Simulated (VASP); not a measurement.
## NaH: relaxation of cell and atoms with PBEsol

NaH:

```
Na H
1.0
     0.00000    2.44000    2.44000
     2.44000    0.00000    2.44000
     2.44000    2.44000    0.00000
Na H
1 1
Direct
  0.00000 0.00000 0.00000
  0.50000 0.50000 0.50000
```

| Quantity | Value |
| --- | --- |
| Program | VASP 6.6.1 |
| Task | relaxation of cell and atoms |
| Functional | PBEsol |
| Potentials or basis | VASP PAW PBE potentials, release 64 (Na_pv, H) |
| Cutoff | 600 eV |
| k mesh | 8 × 8 × 8 |
| Occupations | fermi-dirac, width 0.01 eV |
| Spin | no spin polarisation |
| Dipole correction | no |
| Further INCAR settings | ALGO = Normal; EDIFF = 1e-06; IBRION = 2; EDIFFG = -0.005; NSW = 80; ISIF = 3 |

The relaxed volume is 13.76 Å³/atom. The relaxed cell is a = 3.389 Å, b = 3.389 Å, c = 3.389 Å, α = 60.00°, β = 60.00°, γ = 60.00°, the space group after relaxing (to 0.05 Å) is Fm-3m (No. 225) and the energy gained by relaxing is 2.9 meV/atom. The ionic steps are 4, the pressure after relaxing is 0.0 GPa and the band gap on the k mesh is 3.60 eV, indirect (least direct gap 4.51 eV).

Step by step:
```
step  energy change (eV)  largest force (eV/Å)  pressure (GPa)  volume (Å³)
   1              0.0000                0.0000           -1.18        29.05
   2             -0.0029                0.0000           -0.84        28.60
   3             -0.0056                0.0000           -0.25        27.83
   4             -0.0058                0.0000            0.02        27.52
```

Final structure:
```
Na H
1.0
     0.00000    2.39620    2.39620
     2.39620    0.00000    2.39620
     2.39620    2.39620    0.00000
Na H
1 1
Direct
  0.00000 0.00000 0.00000
  0.50000 0.50000 0.50000
```

Levels at points of the mesh, in eV from the valence-band top:
| k point | band 2 | band 3 | band 4 | band 5 | band 6 | band 7 |
| --- | --- | --- | --- | --- | --- | --- |
| (0.00, 0.00, 0.00) | -21.96 | -21.96 | -3.80 | 10.63 | 15.58 | 15.58 |
| (0.50, 0.00, 0.00) | -21.97 | -21.97 | -0.91 | 3.60 | 10.80 | 13.38 |
| (0.50, 0.50, 0.00) | -21.99 | -21.99 | -0.19 | 4.46 | 9.87 | 10.65 |

Wall time 22 s on 1 thread of AMD EPYC 7R43 64-Core Processor (Zen 3), on a shared host, peak memory 0.11 GiB.

Caveat: the PAW data sets were made with another functional, which shifts forces and pressure a little. A k mesh can miss the band edges.
